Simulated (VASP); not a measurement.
# BaRe (Pm-3m) in VASP: notebook

The runs below take BaRe through single point, with PBE, PBEsol.

Everything below comes from runs of VASP 6.6.1. Logs are shortened: lines on timing, memory, paths and dates and some standing lists are left out, and cuts for length are marked.

### 1 The cell of the first run

It takes space group Pm-3m (No. 221, cubic). The conventional cell has a = 3.723 Å, b = 3.723 Å, c = 3.723 Å, α = 90.00°, β = 90.00°, γ = 90.00°. Within 4.2 Å of Ba (site symmetry m-3m) lie 8 Re at 3.22 Å and 6 Ba at 3.72 Å. Within 4.2 Å of Re (site symmetry m-3m) lie 8 Ba at 3.22 Å and 6 Re at 3.72 Å.

### 2 Single point, PBE

Contents of INCAR:

```
SYSTEM = BaRe
PREC     = Accurate       ! precision mode
ENCUT    = 520            ! plane-wave cutoff, eV
EDIFF    = 1E-6           ! SCF threshold, eV
ISMEAR   = 0              ! smearing method
SIGMA    = 0.05           ! smearing width, eV
LREAL    = .FALSE.        ! projectors in reciprocal space
LASPH    = .TRUE.         ! aspherical terms in the spheres
NELM     = 100            ! most SCF steps
ALGO     = Normal         ! electronic algorithm
ISIF     = 2              ! what is computed and relaxed
LWAVE    = .FALSE.        ! write WAVECAR
LCHARG   = .FALSE.        ! write CHGCAR
GGA      = PE             ! functional
NBANDS   = 16             ! bands
```

Contents of KPOINTS:

```
Automatic mesh
0
Gamma
  8 8 8
  0.5 0.5 0.5
```

Contents of POSCAR:

```
BaRe
1.0
    3.7233438108      0.0000000000      0.0000000000
    0.0000000000      3.7233438108      0.0000000000
    0.0000000000      0.0000000000      3.7233438108
Ba Re
1 1
Direct
    0.0000000000      0.0000000000      0.0000000000
    0.5000000000      0.5000000000      0.5000000000
```

Potentials or basis: VASP PAW PBE potentials, release 64 (Ba_sv, Re).

The run is started by

```
> cat potpaw_PBE.64/Ba_sv/POTCAR potpaw_PBE.64/Re/POTCAR > POTCAR
> mpirun -np 1 vasp_std > vasp.out
```

OUTCAR:

```text
SYSTEM = BaRe
   PREC = Accurate
   ENCUT = 520
   EDIFF = 1E-6
   ISMEAR = 0
   LREAL = .FALSE.
   LASPH = .TRUE.
   NELM = 100
   ISIF = 2
   GGA = PE

 ion  position               nearest neighbor table
   1  0.000  0.000  0.000-   2 3.22   2 3.22   2 3.22   2 3.22   2 3.22   2 3.22   2 3.22   2 3.22

   2  0.500  0.500  0.500-   1 3.22   1 3.22   1 3.22   1 3.22   1 3.22   1 3.22   1 3.22   1 3.22

  LATTYP: Found a simple cubic cell.
 ALAT       =     3.7233438108

  Lattice vectors:

 A1 = (   3.7233438108,   0.0000000000,   0.0000000000)
 A2 = (   0.0000000000,   3.7233438108,   0.0000000000)
 A3 = (   0.0000000000,   0.0000000000,   3.7233438108)

Analysis of symmetry for initial positions (statically):
=====================================================================
 Subroutine PRICEL returns:
 Original cell was already a primitive cell.

 Routine SETGRP: Setting up the symmetry group for a
 simple cubic supercell.

 Subroutine GETGRP returns: Found 48 space group operations
 (whereof 48 operations were pure point group operations)
 out of a pool of 48 trial point group operations.

The static configuration has the point symmetry O_h .

Analysis of symmetry for dynamics (positions and initial velocities):
=====================================================================
 Subroutine PRICEL returns:
 Original cell was already a primitive cell.

 Routine SETGRP: Setting up the symmetry group for a
 simple cubic supercell.

 Subroutine GETGRP returns: Found 48 space group operations
 (whereof 48 operations were pure point group operations)
 out of a pool of 48 trial point group operations.

The dynamic configuration has the point symmetry O_h .

 Subroutine INISYM returns: Found 48 space group operations
 (whereof 48 operations are pure point group operations),
 and found     1 'primitive' translations

----------------------------------------------------------------------------------------

                                     Primitive cell

  volume of cell :      51.6178

  direct lattice vectors                    reciprocal lattice vectors
     3.723343811  0.000000000  0.000000000     0.268575789  0.000000000  0.000000000
     0.000000000  3.723343811  0.000000000     0.000000000  0.268575789  0.000000000
     0.000000000  0.000000000  3.723343811     0.000000000  0.000000000  0.268575789

  length of vectors
     3.723343811  3.723343811  3.723343811     0.268575789  0.268575789  0.268575789

  position of ions in fractional coordinates (direct lattice)
     0.000000000  0.000000000  0.000000000
     0.500000000  0.500000000  0.500000000

  ion indices of the primitive-cell ions
   primitive index   ion index
                 1           1
                 2           2

----------------------------------------------------------------------------------------

 KPOINTS: Automatic mesh

Automatic generation of k-mesh.
 Grid dimensions read from file:
 generate k-points for:    8    8    8

 Generating k-lattice:

  Cartesian coordinates                     Fractional coordinates (reciprocal lattice)
     0.033571974  0.000000000  0.000000000     0.125000000  0.000000000  0.000000000
     0.000000000  0.033571974  0.000000000     0.000000000  0.125000000  0.000000000
     0.000000000  0.000000000  0.033571974     0.000000000  0.000000000  0.125000000

  Length of vectors
     0.033571974  0.033571974  0.033571974

  Shift w.r.t. Gamma in fractional coordinates (k-lattice)
     0.500000000  0.500000000  0.500000000

 Subroutine IBZKPT returns following result:
 ===========================================

 Found     20 irreducible k-points:

 Following reciprocal coordinates:
            Coordinates               Weight
  0.062500  0.062500  0.062500      8.000000
  0.187500  0.062500  0.062500     24.000000
  0.312500  0.062500  0.062500     24.000000
  0.437500  0.062500  0.062500     24.000000
  0.187500  0.187500  0.062500     24.000000
  0.312500  0.187500  0.062500     48.000000
[... 12 lines left out ...]
  0.437500  0.437500  0.312500     24.000000
  0.437500  0.437500  0.437500      8.000000
   k-points           NKPTS =     20   k-points in BZ     NKDIM =     20   number of bands    NBANDS=     16
   number of dos      NEDOS =    301   number of ions     NIONS =      2
   total plane-waves  NPLWV =  21952
   dimension x,y,z NGX =    28 NGY =   28 NGZ =   28
   dimension x,y,z NGXF=    56 NGYF=   56 NGZF=   56
   ions per type =               1   1
   NGX,Y,Z   is equivalent  to a cutoff of  12.50, 12.50, 12.50 a.u.
   NGXF,Y,Z  is equivalent  to a cutoff of  25.00, 25.00, 25.00 a.u.
 SYSTEM =  BaRe
   PREC   = accura    normal or accurate (medium, high low for compatibility)
   ISTART =      0    job   : 0-new  1-cont  2-samecut
   ICHARG =      2    charge: 1-file 2-atom 10-const
   ISPIN  =      1    spin polarized calculation?
   LNONCOLLINEAR =      F non collinear calculations
   LSORBIT =      F    spin-orbit coupling
   LASPH  =      T    aspherical Exc in radial PAW
   ENCUT  =  520.0 eV  38.22 Ry    6.18 a.u.   6.92  6.92  6.92*2*pi/ulx,y,z
   NELM   =    100;   NELMIN=  2; NELMDL= -5     # of ELM steps
   EDIFF  = 0.1E-05   stopping-criterion for ELM
   LREAL  =      F    real-space projection
[... 7 lines left out ...]
   TEBEG  =    0.0;   TEEND  =   0.0 temperature during run
   PSTRESS=    0.0 pullay stress
   NELECT =      17.0000    total number of electrons
   NUPDOWN=      -1.0000    fix difference up-down
   EMIN   =  10.00;   EMAX   =-10.00  energy-range for DOS
   EFERMI =   0.00;   METHOD = LEGACY
   ISMEAR =     0;   SIGMA  =   0.05  broadening in eV -4-tet -1-fermi 0-gaus
   EFERMI_NEDOS =   21; number of points for ismear=-14 and -15
   IALGO  =     38    algorithm
   IMIX   =      4    mixing-type and parameters
     AMIX     =   0.40;   BMIX     =  1.00
     AMIX_MAG =   1.60;   BMIX_MAG =  1.00
  volume/ion in A,a.u.               =      25.81       174.17
  Fermi-wavevector in a.u.,A,eV,Ry     =   1.130554  2.136437 17.390320  1.278152
  Thomas-Fermi vector in A             =   2.267251
   LORBIT       =      0    0 simple, 1 ext, 2 COOP (PROOUT), +10 PAW based schemes
   GGA     = PE    functional components
   LHFCALC =     F    Hartree Fock is set to
   AEXX    =    0.0000 exact exchange contribution
   IVDW    =     0    specifies the selected vdW correction
   LEPSILON=     F    determine dielectric tensor
   LRPA    =     F    only Hartree local field effects (RPA)
 non-spin polarized calculation
 Gauss-broadening in eV      SIGMA  =   0.05
  energy-cutoff  :      520.00
  volume of cell :       51.62
 maximum number of plane-waves:      1403
 NGX is ok and might be reduce to    28
   NGX = 13   NGY = 13   NGZ = 13

 number of electron      16.9999999 magnetization

 Free energy of the ion-electron system (eV)
  ---------------------------------------------------
  ext. energy  EPLUGINS =         0.00000000
  ---------------------------------------------------
  free energy    TOTEN  =       -10.14400138 eV

  energy without entropy =      -10.13283146  energy(sigma->0) =      -10.13841642

 E-fermi :   3.8883     XC(G=0): -10.7764

 val. band max:        3.8876663617   @ k =   0.4375   0.3125   0.3125
 cond. band min:       3.8898427687   @ k =   0.3125   0.0625   0.0625
 fundamental gap:      0.0021764070
 Fermi energy:         3.8882592843

 k-point     1 :       0.0625    0.0625    0.0625
  band No.  band energies     occupation
      1     -22.7515      2.00000
      2      -7.6586      2.00000
      3      -7.6048      2.00000
      4      -7.6048      2.00000
      5      -0.1706      2.00000
      6       1.5366      2.00000
[... 8 lines left out ...]
     15      11.3013      0.00000
     16      13.3365      0.00000

 k-point     2 :       0.1875    0.0625    0.0625
  band No.  band energies     occupation
      1     -22.7122      2.00000
      2      -8.1041      2.00000
      3      -7.6032      2.00000
      4      -7.5870      2.00000
      5       0.4767      2.00000
      6       1.7267      2.00000
[... 8 lines left out ...]
     15      11.1229      0.00000
     16      12.4241      0.00000

 k-point     3 :       0.3125    0.0625    0.0625
  band No.  band energies     occupation
      1     -22.6554      2.00000
      2      -8.6770      2.00000
      3      -7.5640      2.00000
      4      -7.5619      2.00000
      5       1.4806      2.00000
      6       2.0463      2.00000
[... 8 lines left out ...]
     15      11.2372      0.00000
     16      11.8769      0.00000

 k-point     4 :       0.4375    0.0625    0.0625
  band No.  band energies     occupation
      1     -22.6145      2.00000
      2      -9.0365      2.00000
      3      -7.5441      2.00000
      4      -7.5358      2.00000
      5       2.3303      2.00000
      6       2.4572      2.00000
[... 8 lines left out ...]
     15      11.3195      0.00000
     16      13.0540      0.00000

 k-point     5 :       0.1875    0.1875    0.0625
  band No.  band energies     occupation
      1     -22.6750      2.00000
      2      -8.1307      2.00000
      3      -7.9490      2.00000
      4      -7.5638      2.00000
      5       0.9490      2.00000
      6       1.9835      2.00000
[... 8 lines left out ...]
     15      10.9335      0.00000
     16      13.0548      0.00000

 k-point     6 :       0.3125    0.1875    0.0625
  band No.  band energies     occupation
      1     -22.6216      2.00000
      2      -8.5945      2.00000
      3      -7.9447      2.00000
      4      -7.5195      2.00000
      5       1.5255      2.00000
      6       2.2553      2.00000
[... 8 lines left out ...]
     15      11.0329      0.00000
     16      12.5923      0.00000
[... 191 lines left out ...]
 k-point    17 :       0.3125    0.3125    0.3125
  band No.  band energies     occupation
      1     -22.4911      2.00000
      2      -8.3513      2.00000
      3      -8.3194      2.00000
      4      -8.3194      2.00000
      5       2.0777      2.00000
      6       2.9113      2.00000
[... 8 lines left out ...]
     15      10.0881      0.00000
     16      12.8956      0.00000

 k-point    18 :       0.4375    0.3125    0.3125
  band No.  band energies     occupation
      1     -22.4564      2.00000
      2      -8.6431      2.00000
      3      -8.2983      2.00000
      4      -8.2587      2.00000
      5       1.8862      2.00000
      6       2.8221      2.00000
[... 8 lines left out ...]
     15      11.5637      0.00000
     16      13.3838      0.00000

 k-point    19 :       0.4375    0.4375    0.3125
  band No.  band energies     occupation
      1     -22.4219      2.00000
      2      -8.5923      2.00000
      3      -8.5887      2.00000
      4      -8.2473      2.00000
      5       1.9869      2.00000
      6       2.9816      2.00000
[... 8 lines left out ...]
     15      12.7059      0.00000
     16      14.0919      0.00000

 k-point    20 :       0.4375    0.4375    0.4375
  band No.  band energies     occupation
      1     -22.3865      2.00000
      2      -8.5701      2.00000
      3      -8.5701      2.00000
      4      -8.5605      2.00000
      5       2.8534      2.00000
      6       3.3897      2.00000
[... 8 lines left out ...]
     15      12.9132      0.00000
     16      14.8532      0.00000

------------------------ aborting loop because EDIFF is reached ----------------------------------------

  FORCE on cell =-STRESS in cart. coord.  units (eV):
  Direction    XX          YY          ZZ          XY          YZ          ZX
  --------------------------------------------------------------------------------------
  -------------------------------------------------------------------------------------
  Total        0.4213701      0.4213701      0.4213701     -0.0000000     -0.0000000      0.0000000
  in kB       13.0790104     13.0790104     13.0790104     -0.0000000     -0.0000000      0.0000000
  external PRESSURE =      13.0790104 kB  Pullay stress =       0.0000000 kB

 VOLUME and BASIS-vectors are now :
 -----------------------------------------------------------------------------
  energy-cutoff  :      520.00
  volume of cell :       51.62
      direct lattice vectors                 reciprocal lattice vectors
     3.723343811  0.000000000  0.000000000     0.268575789  0.000000000  0.000000000
     0.000000000  3.723343811  0.000000000     0.000000000  0.268575789  0.000000000
     0.000000000  0.000000000  3.723343811     0.000000000  0.000000000  0.268575789

 POSITION                                       TOTAL-FORCE (eV/Angst)
 -----------------------------------------------------------------------------------
      0.00000      0.00000      0.00000         0.000000      0.000000      0.000000
      1.86167      1.86167      1.86167         0.000000      0.000000      0.000000
 -----------------------------------------------------------------------------------
    total drift:                                0.000000      0.000000      0.000000

  FREE ENERGIE OF THE ION-ELECTRON SYSTEM (eV)
  ---------------------------------------------------
  free  energy   TOTEN  =       -10.1440013752 eV

  energy  without entropy=      -10.1328314629  energy(sigma->0) =      -10.13841642
```

It took 10 s on 1 thread of Intel Xeon Platinum 8488C (Sapphire Rapids), shared host; peak memory 0.16 GiB.

Results:

```
Free energy : -10.1440 eV
Pressure    : 1.3 GPa
```

Caveat: spin-orbit coupling is left out, which moves the levels of the heavy elements.

### 3 Single point, PBEsol

Contents of INCAR:

```
PREC = Accurate
ENCUT = 520
EDIFF = 1E-7
ISMEAR = 0
SIGMA = 0.05
LREAL = F
LASPH = T
NELM = 100
ALGO = Normal
ISIF = 2
LWAVE = F
LCHARG = F
GGA = PS
NBANDS = 16
```

Contents of KPOINTS:

```
regular mesh
0
Gamma
  8 8 8
```

POSCAR is that of step 2.

Potentials or basis: VASP PAW PBE potentials, release 64 (Ba_sv, Re).

The run is started by

```
> cat potpaw_PBE.64/Ba_sv/POTCAR potpaw_PBE.64/Re/POTCAR > POTCAR
> mpirun -np 1 vasp_std > vasp.out
```

It took 15 s on 1 thread of Intel Xeon Platinum 8488C (Sapphire Rapids), shared host; peak memory 0.17 GiB.

It converged, with:

| Quantity | Value |
| --- | --- |
| Free energy | -11.3033 eV |
| Pressure | -2.5 GPa |

Levels at points of the mesh, in eV from the Fermi level:
```
           k point  band 6  band 7  band 8  band 9  band 10  band 11
(0.00, 0.00, 0.00)   -2.53   -2.53   -0.02   -0.02    -0.02     4.14
(0.50, 0.00, 0.00)   -1.12   -0.44    0.15    0.15     0.33     1.37
(0.50, 0.50, 0.00)   -1.79   -1.11   -1.11    1.11     1.12     3.75
(0.50, 0.50, 0.50)   -0.23   -0.23    0.10    0.10     0.10     1.18
```

Caveat: the PAW data sets were made with another functional, which shifts forces and pressure a little; spin-orbit coupling is left out, which moves the levels of the heavy elements.
